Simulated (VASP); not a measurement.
# CsH (I4mm) in VASP: a series of runs, part 2 of 2

VASP 6.6.1. The steps go on from the part before.

## (3) Electric field gradients, r2SCAN (0.0, 0.0] A)

Input file POSCAR:

```
CsH
1.0
    0.0000000000      3.1912544200      3.1912544200
    3.1912544200      0.0000000000      3.1912544200
    3.1912544200      3.1912544200      0.0000000000
Cs H
1 1
Direct
   -0.0047003460      0.0047003460      0.0047003460
    0.5000000000      0.5000000000      0.5000000000
```

Input file INCAR.step1:

```
ALGO = Normal
EDIFF = 1E-4
ENCUT = 520
GGA = PE
ISMEAR = -1
LASPH = T
LCHARG = F
LREAL = F
LWAVE = T
NBANDS = 12
NELM = 60
PREC = Accurate
SIGMA = 0.02
```

Input file INCAR.step2:

```
ALGO = Normal
EDIFF = 1E-8
ENCUT = 520
ISIF = 2
ISMEAR = -1
ISTART = 1
LASPH = T
LCHARG = F
LEFG = T
LMIXTAU = T
LREAL = F
LWAVE = F
METAGGA = R2SCAN
NBANDS = 12
NELM = 60
PREC = Accurate
SIGMA = 0.02
```

Input file KPOINTS:

```
k-points
0
Gamma
  7 7 7
```

Potentials or basis: VASP PAW PBE potentials, release 64 (Cs_sv, H).

The run is started by

```console
$ cat potpaw_PBE.64/Cs_sv/POTCAR potpaw_PBE.64/H/POTCAR > POTCAR
$ cp INCAR.step1 INCAR
$ mpirun -np 1 vasp_std > vasp.out
$ cp INCAR.step2 INCAR
$ mpirun -np 1 vasp_std > vasp.out
```

OUTCAR:

```text
EDIFF = 1E-8
   ENCUT = 520
   ISIF = 2
   ISMEAR = -1
   ISTART = 1
   LASPH = T
   LREAL = F
   METAGGA = R2SCAN
   NELM = 60
   PREC = Accurate

 ion  position               nearest neighbor table
   1  0.995  0.005  0.005-
   2  0.500  0.500  0.500-

  LATTYP: Found a face centered cubic cell.
 ALAT       =     6.3825088400

  Lattice vectors:

 A1 = (   0.0000000000,   3.1912544200,   3.1912544200)
 A2 = (   3.1912544200,   0.0000000000,   3.1912544200)
 A3 = (   3.1912544200,   3.1912544200,   0.0000000000)

Analysis of symmetry for initial positions (statically):
=====================================================================
 Subroutine PRICEL returns:
 Original cell was already a primitive cell.

 Routine SETGRP: Setting up the symmetry group for a
 face centered cubic supercell.

 Subroutine GETGRP returns: Found  8 space group operations
 (whereof  8 operations were pure point group operations)
 out of a pool of 48 trial point group operations.

The static configuration has the point symmetry C_4v.

Analysis of symmetry for dynamics (positions and initial velocities):
=====================================================================
 Subroutine PRICEL returns:
 Original cell was already a primitive cell.

 Routine SETGRP: Setting up the symmetry group for a
 face centered cubic supercell.

 Subroutine GETGRP returns: Found  8 space group operations
 (whereof  8 operations were pure point group operations)
 out of a pool of 48 trial point group operations.

The dynamic configuration has the point symmetry C_4v.

 Subroutine INISYM returns: Found  8 space group operations
 (whereof  8 operations are pure point group operations),
 and found     1 'primitive' translations
[... 162 lines left out ...]
     11       7.4662      0.00000
     12       9.1034      0.00000
[... 331 lines left out ...]
 k-point    24 :       0.0000   -0.2857    0.2857
  band No.  band energies     occupation
      1     -22.1086      2.00000
      2      -8.8970      2.00000
      3      -8.6878      2.00000
      4      -8.4121      2.00000
      5      -0.5435      2.00000
      6       3.5630      0.00000
      7       4.5149      0.00000
      8       5.9344      0.00000
      9       7.4113      0.00000
     10       8.2786      0.00000
     11       8.8381      0.00000
     12      11.1893      0.00000

 [... further k-points ...]
[... 5 lines left out ...]
  --------------------------------------------------------------------------------------
  -------------------------------------------------------------------------------------
  Total        0.0067172      0.0027032      0.0027032     -0.0000000      0.0000000     -0.0000000
  in kB        0.1655719      0.0666308      0.0666308     -0.0000000      0.0000000     -0.0000000
  external PRESSURE =       0.0996112 kB  Pullay stress =       0.0000000 kB

 VOLUME and BASIS-vectors are now :
 -----------------------------------------------------------------------------
  energy-cutoff  :      520.00
  volume of cell :       65.00
      direct lattice vectors                 reciprocal lattice vectors
     0.000000000  3.191254420  3.191254420    -0.156678201  0.156678201  0.156678201
     3.191254420  0.000000000  3.191254420     0.156678201 -0.156678201  0.156678201
     3.191254420  3.191254420  0.000000000     0.156678201  0.156678201 -0.156678201

 POSITION                                       TOTAL-FORCE (eV/Angst)
 -----------------------------------------------------------------------------------
      0.03000      3.19125      3.19125        -0.018017      0.000000      0.000000
      3.19125      3.19125      3.19125         0.018017      0.000000      0.000000
 -----------------------------------------------------------------------------------
    total drift:                                0.000030      0.000000      0.000000

  FREE ENERGIE OF THE ION-ELECTRON SYSTEM (eV)
  ---------------------------------------------------
  free  energy   TOTEN  =       -28.9886037815 eV

  energy  without entropy=      -28.9886037815  energy(sigma->0) =      -28.98860378

 Electric field gradients (V/A^2)
---------------------------------------------------------------------
 ion       V_xx      V_yy      V_zz      V_xy      V_xz      V_yz
---------------------------------------------------------------------
   1      -0.137     0.069     0.069     0.000     0.000     0.000
   2       0.002    -0.001    -0.001     0.001     0.001     0.001
---------------------------------------------------------------------

 Electric field gradients after diagonalization (V/A^2)
 (convention: |V_zz| > |V_xx| > |V_yy|)
----------------------------------------------------------------------
 ion       V_xx      V_yy      V_zz     asymmetry (V_yy - V_xx)/ V_zz
----------------------------------------------------------------------
   1       0.069     0.068    -0.137       0.005
   2      -0.002    -0.001     0.002       0.419
----------------------------------------------------------------------

           NMR quadrupolar parameters

 Cq : quadrupolar parameter    Cq=e*Q*V_zz/h
 eta: asymmetry parameters     (V_yy - V_xx)/ V_zz
 Q  : nuclear electric quadrupole moment in mb (millibarn)
----------------------------------------------------------------------
 ion       Cq(MHz)       eta       Q (mb)
----------------------------------------------------------------------
   1      -0.000       0.005       1.000
   2       0.000       0.419       1.000
----------------------------------------------------------------------
```

OSZICAR.step1:

```text
N       E                     dE             d eps       ncg     rms          rms(c)
DAV:   1     0.450139302451E+02    0.45014E+02   -0.40175E+03   960   0.682E+02
DAV:   2    -0.158464374314E+01   -0.46599E+02   -0.43938E+02  1240   0.112E+02
DAV:   3    -0.535808703357E+01   -0.37734E+01   -0.37655E+01  1180   0.347E+01
DAV:   4    -0.539001652993E+01   -0.31929E-01   -0.31927E-01  1128   0.367E+00
DAV:   5    -0.539013748889E+01   -0.12096E-03   -0.12096E-03  1236   0.234E-01    0.379E+00
DAV:   6    -0.467076118291E+01    0.71938E+00   -0.55680E-01  1156   0.287E+00    0.159E+00
DAV:   7    -0.452728884049E+01    0.14347E+00   -0.65657E-01  1100   0.274E+00    0.682E-01
DAV:   8    -0.456017656810E+01   -0.32888E-01   -0.82134E-02  1084   0.117E+00    0.475E-01
DAV:   9    -0.454936216952E+01    0.10814E-01   -0.20293E-02  1128   0.598E-01    0.396E-02
DAV:  10    -0.454968043589E+01   -0.31827E-03   -0.30406E-03  1020   0.211E-01    0.263E-02
DAV:  11    -0.454982451143E+01   -0.14408E-03   -0.34508E-04  1132   0.859E-02    0.318E-02
DAV:  12    -0.454978742956E+01    0.37082E-04   -0.10889E-04  1072   0.485E-02
   1 F= -.45497874E+01 E0= -.45497874E+01  d E =-.456654E-12
```

Wall time 3.1 min (1 thread of AMD EPYC 7R13 (Zen 3), shared host); peak memory 0.19 GiB.

What came out:

| Property | Result |
| --- | --- |
| Free energy | -28.9886 eV |
| Pressure | 0.0 GPa |
| Largest force | 0.018 eV/Å |
| Band gap on the k mesh | 2.90 eV |
| Largest electric field gradient by atom | Cs -0.14; H -0.00 V/Å² |

Forces on the atoms (eV/Å):
```
Cs  -0.018  0.000  0.000
H    0.018  0.000  0.000
```

Caveat: the cell differs from its parent crystal (0.0, 0.0] A); without QUAD_EFG the Cq values of the log hold for a quadrupole moment of 1 mb, not for the nuclei; the PAW data sets were made with another functional, which shifts forces and pressure a little; spin-orbit coupling is left out, which moves the levels of the heavy elements; an odd mesh through Γ misses points on the zone boundary, where band edges can lie.
